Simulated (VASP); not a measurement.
# YN (Fm-3m) in VASP: a series of runs

The runs below take YN through single point, with PBE.

All numbers are computed with VASP 6.6.1; they aren't measurements. Logs are shortened: lines on timing, memory, paths and dates and some standing lists are left out, and cuts for length are marked.

**1. The cell of the first run**

Symmetry: Fm-3m, No. 225, cubic system. The conventional cell has a = 4.877 Å, b = 4.877 Å, c = 4.877 Å, α = 90.00°, β = 90.00°, γ = 90.00°. Within 3.2 Å of Y (site symmetry m-3m) lie 6 N at 2.44 Å. Within 3.2 Å of N (site symmetry m-3m) lie 6 Y at 2.44 Å.

**2. Single point, PBE**

INCAR

```
PREC     = Accurate       # precision mode
ENCUT    = 600            # plane-wave cutoff, eV
EDIFF    = 1E-6           # SCF threshold, eV
ISMEAR   = 0              # smearing method
SIGMA    = 0.01           # smearing width, eV
LREAL    = False          # projectors in reciprocal space
LASPH    = True           # aspherical terms in the spheres
NELM     = 120            # most SCF steps
ALGO     = Normal         # electronic algorithm
ISIF     = 2              # what is computed and relaxed
LWAVE    = False          # write WAVECAR
LCHARG   = False          # write CHGCAR
GGA      = PE             # functional
NBANDS   = 15             # bands
GGA_COMPAT= False
```

KPOINTS

```
Automatic mesh
0
Gamma
  8 8 8
```

POSCAR

```
YN
1.0
    0.0000000000      2.4385000000      2.4385000000
    2.4385000000      0.0000000000      2.4385000000
    2.4385000000      2.4385000000      0.0000000000
Y N
1 1
Direct
    0.0000000000      0.0000000000      0.0000000000
    0.5000000000      0.5000000000      0.5000000000
```

Potentials or basis: VASP PAW PBE potentials, release 64 (Y_sv, N).

Launch:

```sh
> cat potpaw_PBE.64/Y_sv/POTCAR potpaw_PBE.64/N/POTCAR > POTCAR
> mpirun -np 1 vasp_std > vasp.out
```

OUTCAR:

```text
PREC = Accurate
   ENCUT = 600
   EDIFF = 1E-6
   ISMEAR = 0
   LREAL = False
   LASPH = True
   NELM = 120
   ISIF = 2
   GGA = PE

 ion  position               nearest neighbor table
   1  0.000  0.000  0.000-   2 2.44   2 2.44   2 2.44   2 2.44   2 2.44   2 2.44
   2  0.500  0.500  0.500-   1 2.44   1 2.44   1 2.44   1 2.44   1 2.44   1 2.44

  LATTYP: Found a face centered cubic cell.
 ALAT       =     4.8770000000

  Lattice vectors:

 A1 = (   0.0000000000,   2.4385000000,   2.4385000000)
 A2 = (   2.4385000000,   0.0000000000,   2.4385000000)
 A3 = (   2.4385000000,   2.4385000000,   0.0000000000)

Analysis of symmetry for initial positions (statically):
=====================================================================
 Subroutine PRICEL returns:
 Original cell was already a primitive cell.

 Routine SETGRP: Setting up the symmetry group for a
 face centered cubic supercell.

 Subroutine GETGRP returns: Found 48 space group operations
 (whereof 48 operations were pure point group operations)
 out of a pool of 48 trial point group operations.

The static configuration has the point symmetry O_h .

Analysis of symmetry for dynamics (positions and initial velocities):
=====================================================================
 Subroutine PRICEL returns:
 Original cell was already a primitive cell.

 Routine SETGRP: Setting up the symmetry group for a
 face centered cubic supercell.

 Subroutine GETGRP returns: Found 48 space group operations
 (whereof 48 operations were pure point group operations)
 out of a pool of 48 trial point group operations.

The dynamic configuration has the point symmetry O_h .

 Subroutine INISYM returns: Found 48 space group operations
 (whereof 48 operations are pure point group operations),
 and found     1 'primitive' translations

----------------------------------------------------------------------------------------

                                     Primitive cell

  volume of cell :      29.0000

  direct lattice vectors                    reciprocal lattice vectors
     0.000000000  2.438500000  2.438500000    -0.205044084  0.205044084  0.205044084
     2.438500000  0.000000000  2.438500000     0.205044084 -0.205044084  0.205044084
     2.438500000  2.438500000  0.000000000     0.205044084  0.205044084 -0.205044084

  length of vectors
     3.448559772  3.448559772  3.448559772     0.355146772  0.355146772  0.355146772

  position of ions in fractional coordinates (direct lattice)
     0.000000000  0.000000000  0.000000000
     0.500000000  0.500000000  0.500000000

  ion indices of the primitive-cell ions
   primitive index   ion index
                 1           1
                 2           2

----------------------------------------------------------------------------------------

 KPOINTS: Automatic mesh

Automatic generation of k-mesh.
 Grid dimensions read from file:
 generate k-points for:    8    8    8

 Generating k-lattice:

  Cartesian coordinates                     Fractional coordinates (reciprocal lattice)
    -0.025630511  0.025630511  0.025630511     0.125000000  0.000000000  0.000000000
     0.025630511 -0.025630511  0.025630511     0.000000000  0.125000000  0.000000000
     0.025630511  0.025630511 -0.025630511     0.000000000  0.000000000  0.125000000

  Length of vectors
     0.044393347  0.044393347  0.044393347

  Shift w.r.t. Gamma in fractional coordinates (k-lattice)
     0.000000000  0.000000000  0.000000000

 Subroutine IBZKPT returns following result:
 ===========================================

 Found     29 irreducible k-points:

 Following reciprocal coordinates:
            Coordinates               Weight
  0.000000  0.000000  0.000000      1.000000
  0.125000  0.000000  0.000000      8.000000
  0.250000  0.000000  0.000000      8.000000
  0.375000  0.000000  0.000000      8.000000
  0.500000  0.000000  0.000000      4.000000
  0.125000  0.125000  0.000000      6.000000
[... 16 lines left out ...]
  0.500000  0.250000  0.125000     48.000000
 -0.375000  0.250000  0.125000     24.000000
 [... further k-points ...]
   k-points           NKPTS =     29   k-points in BZ     NKDIM =     29   number of bands    NBANDS=     15
   number of dos      NEDOS =    301   number of ions     NIONS =      2
   total plane-waves  NPLWV =  21952
   dimension x,y,z NGX =    28 NGY =   28 NGZ =   28
   dimension x,y,z NGXF=    56 NGYF=   56 NGZF=   56
   ions per type =               1   1
   NGX,Y,Z   is equivalent  to a cutoff of  13.50, 13.50, 13.50 a.u.
   NGXF,Y,Z  is equivalent  to a cutoff of  27.00, 27.00, 27.00 a.u.
 SYSTEM =  unknown system
   PREC   = accura    normal or accurate (medium, high low for compatibility)
   ISTART =      0    job   : 0-new  1-cont  2-samecut
   ICHARG =      2    charge: 1-file 2-atom 10-const
   ISPIN  =      1    spin polarized calculation?
   LNONCOLLINEAR =      F non collinear calculations
   LSORBIT =      F    spin-orbit coupling
   LASPH  =      T    aspherical Exc in radial PAW
   ENCUT  =  600.0 eV  44.10 Ry    6.64 a.u.   6.89  6.89  6.89*2*pi/ulx,y,z
   NELM   =    120;   NELMIN=  2; NELMDL= -5     # of ELM steps
   EDIFF  = 0.1E-05   stopping-criterion for ELM
   LREAL  =      F    real-space projection
   EDIFFG = 0.1E-04   stopping-criterion for IOM
   NSW    =      0    number of steps for IOM
   IBRION =     -1    ionic relax: 0-MD 1-quasi-New 2-CG
   NFREE  =      0    steps in history (QN), initial steepest desc. (CG)
   ISIF   =      2    stress and relaxation
   ISYM   =      2    0-nonsym 1-usesym 2-fastsym
   POTIM  = 0.5000    time-step for ionic-motion
   TEBEG  =    0.0;   TEEND  =   0.0 temperature during run
   PSTRESS=    0.0 pullay stress
   NELECT =      16.0000    total number of electrons
   NUPDOWN=      -1.0000    fix difference up-down
   EMIN   =  10.00;   EMAX   =-10.00  energy-range for DOS
   EFERMI =   0.00;   METHOD = LEGACY
   ISMEAR =     0;   SIGMA  =   0.01  broadening in eV -4-tet -1-fermi 0-gaus
   EFERMI_NEDOS =   21; number of points for ismear=-14 and -15
   IALGO  =     38    algorithm
   IMIX   =      4    mixing-type and parameters
     AMIX     =   0.40;   BMIX     =  1.00
     AMIX_MAG =   1.60;   BMIX_MAG =  1.00
  volume/ion in A,a.u.               =      14.50        97.85
  Fermi-wavevector in a.u.,A,eV,Ry     =   1.342710  2.537353 24.529520  1.802869
  Thomas-Fermi vector in A             =   2.470842
   LORBIT       =      0    0 simple, 1 ext, 2 COOP (PROOUT), +10 PAW based schemes
   GGA     = PE    functional components
   LHFCALC =     F    Hartree Fock is set to
   AEXX    =    0.0000 exact exchange contribution
   IVDW    =     0    specifies the selected vdW correction
   LEPSILON=     F    determine dielectric tensor
   LRPA    =     F    only Hartree local field effects (RPA)
 non-spin polarized calculation
 Gauss-broadening in eV      SIGMA  =   0.01
  energy-cutoff  :      600.00
  volume of cell :       29.00
 maximum number of plane-waves:       982
   NGX = 13   NGY = 13   NGZ = 13

 number of electron      16.0000002 magnetization

 Free energy of the ion-electron system (eV)
  ---------------------------------------------------
  ext. energy  EPLUGINS =         0.00000000
  ---------------------------------------------------
  free energy    TOTEN  =       -18.22434060 eV

  energy without entropy =      -18.22434060  energy(sigma->0) =      -18.22434060

 E-fermi :   4.3140     XC(G=0): -11.2816

 val. band max:        4.2009821265   @ k =   0.0000   0.0000   0.0000
 cond. band min:       4.3732271848   @ k =   0.5000   0.5000   0.0000
 fundamental gap:      0.1722450582
 Fermi energy:         4.3140486564

 k-point     1 :       0.0000    0.0000    0.0000
  band No.  band energies     occupation
      1     -36.6034      2.00000
      2     -16.2403      2.00000
      3     -16.2403      2.00000
      4     -16.2403      2.00000
      5      -8.7330      2.00000
      6       4.2010      2.00000
      7       4.2010      2.00000
      8       4.2010      2.00000
      9       7.3494      0.00000
     10       7.3494      0.00000
     11       7.3494      0.00000
     12       8.4195      0.00000
     13       9.3467      0.00000
     14       9.3467      0.00000
     15      15.0557      0.00000

 k-point     2 :       0.1250    0.0000    0.0000
  band No.  band energies     occupation
      1     -36.5856      2.00000
      2     -16.4338      2.00000
      3     -16.2530      2.00000
      4     -16.2530      2.00000
      5      -8.4614      2.00000
      6       3.2911      2.00000
      7       3.6969      2.00000
      8       3.6969      2.00000
      9       7.4630      0.00000
     10       7.7273      0.00000
     11       7.7273      0.00000
     12       9.2760      0.00000
     13      10.1165      0.00000
     14      10.1165      0.00000
     15      16.0458      0.00000

 k-point     3 :       0.2500    0.0000    0.0000
  band No.  band energies     occupation
      1     -36.5422      2.00000
      2     -16.8607      2.00000
      3     -16.2834      2.00000
      4     -16.2834      2.00000
      5      -7.8280      2.00000
      6       1.7591      2.00000
      7       2.8192      2.00000
      8       2.8192      2.00000
      9       7.8834      0.00000
     10       8.6987      0.00000
     11       8.6987      0.00000
     12      10.8138      0.00000
     13      11.7971      0.00000
     14      11.7971      0.00000
     15      17.9612      0.00000
[... 343 lines left out ...]
 k-point    23 :       0.5000    0.2500    0.1250
  band No.  band energies     occupation
      1     -36.4749      2.00000
      2     -17.1149      2.00000
      3     -16.5696      2.00000
      4     -16.3880      2.00000
      5      -7.4756      2.00000
      6       1.0965      2.00000
      7       2.2892      2.00000
      8       2.7089      2.00000
      9       7.5576      0.00000
     10      10.2071      0.00000
     11      10.6166      0.00000
     12      11.4657      0.00000
     13      13.3390      0.00000
     14      14.7540      0.00000
     15      17.3736      0.00000

 k-point    24 :      -0.3750    0.2500    0.1250
  band No.  band energies     occupation
      1     -36.4603      2.00000
      2     -17.1950      2.00000
      3     -16.5935      2.00000
      4     -16.4202      2.00000
      5      -7.3810      2.00000
      6       0.9887      2.00000
      7       2.3297      2.00000
      8       2.3377      2.00000
      9       8.7307      0.00000
     10       9.0541      0.00000
     11      11.1211      0.00000
     12      12.3458      0.00000
     13      13.8761      0.00000
     14      15.1687      0.00000
     15      16.8850      0.00000

 [... further k-points ...]

------------------------ aborting loop because EDIFF is reached ----------------------------------------

  FORCE on cell =-STRESS in cart. coord.  units (eV):
  Direction    XX          YY          ZZ          XY          YZ          ZX
  --------------------------------------------------------------------------------------
  -------------------------------------------------------------------------------------
  Total        0.4939675      0.4939675      0.4939675     -0.0000000     -0.0000000      0.0000000
  in kB       27.2904515     27.2904515     27.2904515     -0.0000000     -0.0000000      0.0000000
  external PRESSURE =      27.2904515 kB  Pullay stress =       0.0000000 kB

 VOLUME and BASIS-vectors are now :
 -----------------------------------------------------------------------------
  energy-cutoff  :      600.00
  volume of cell :       29.00
      direct lattice vectors                 reciprocal lattice vectors
     0.000000000  2.438500000  2.438500000    -0.205044084  0.205044084  0.205044084
     2.438500000  0.000000000  2.438500000     0.205044084 -0.205044084  0.205044084
     2.438500000  2.438500000  0.000000000     0.205044084  0.205044084 -0.205044084

 POSITION                                       TOTAL-FORCE (eV/Angst)
 -----------------------------------------------------------------------------------
      0.00000      0.00000      0.00000        -0.000000      0.000000      0.000000
      2.43850      2.43850      2.43850         0.000000      0.000000     -0.000000
 -----------------------------------------------------------------------------------
    total drift:                                0.000000      0.000000      0.000000

  FREE ENERGIE OF THE ION-ELECTRON SYSTEM (eV)
  ---------------------------------------------------
  free  energy   TOTEN  =       -18.2243406023 eV

  energy  without entropy=      -18.2243406023  energy(sigma->0) =      -18.22434060
```

Run time: 40 s. Hardware: 1 thread of Intel Xeon 8259CL, shared host; peak memory 0.18 GiB.

What came out:

```yaml
Free_energy: -18.2243 eV
Pressure: 2.7 GPa
Band_gap_on_the_k_mesh: 0.17 eV, indirect (least direct gap 0.56 eV)
```

Levels at points of the mesh, in eV from the valence-band top:
| k point | band 6 | band 7 | band 8 | band 9 | band 10 | band 11 |
| --- | --- | --- | --- | --- | --- | --- |
| (0.00, 0.00, 0.00) | 0.00 | 0.00 | 0.00 | 3.15 | 3.15 | 3.15 |
| (0.50, 0.00, 0.00) | -4.10 | -2.27 | -2.27 | 5.73 | 6.41 | 6.41 |
| (0.50, 0.50, 0.00) | -1.49 | -0.38 | -0.38 | 0.17 | 6.89 | 7.29 |

**3. Single point, PBE**

This run uses another cell than the first one, of 15.08 Å³/atom, 1.040 times its volume.

INCAR

```
SYSTEM = YN
PREC = Accurate
ENCUT = 600
EDIFF = 1E-6
ISMEAR = 0
SIGMA = 0.01
LREAL = .False.
LASPH = .True.
NELM = 120
ALGO = Normal
ISIF = 2
LWAVE = .False.
LCHARG = .False.
GGA = PE
NBANDS = 15
GGA_COMPAT = .False.
```

KPOINTS

```
regular mesh
0
Gamma
  8 8 8
  0 0 0
```

POSCAR

```
YN
1.0
    0.0000000000      2.4705892062      2.4705892062
    2.4705892062      0.0000000000      2.4705892062
    2.4705892062      2.4705892062      0.0000000000
Y N
1 1
Direct
    0.0000000000      0.0000000000      0.0000000000
    0.5000000000      0.5000000000      0.5000000000
```

Potentials or basis: VASP PAW PBE potentials, release 64 (Y_sv, N).

Launch:

```sh
> cat potpaw_PBE.64/Y_sv/POTCAR potpaw_PBE.64/N/POTCAR > POTCAR
> mpirun -np 1 vasp_std > vasp.out
```

It took 41 s on 1 thread of Intel Xeon 8259CL, shared host; peak memory 0.18 GiB.

It converged, with:

- Free energy: -18.2220 eV
- Pressure: -3.5 GPa
- Band gap on the k mesh: 0.24 eV, indirect (least direct gap 0.65 eV)

Levels at points of the mesh, in eV from the valence-band top:
```
           k point  band 6  band 7  band 8  band 9  band 10  band 11
(0.00, 0.00, 0.00)    0.00    0.00    0.00    3.09     3.09     3.09
(0.50, 0.00, 0.00)   -3.99   -2.16   -2.16    5.53     6.18     6.18
(0.50, 0.50, 0.00)   -1.56   -0.41   -0.41    0.24     6.64     6.90
```

[end of part 1 of 2]
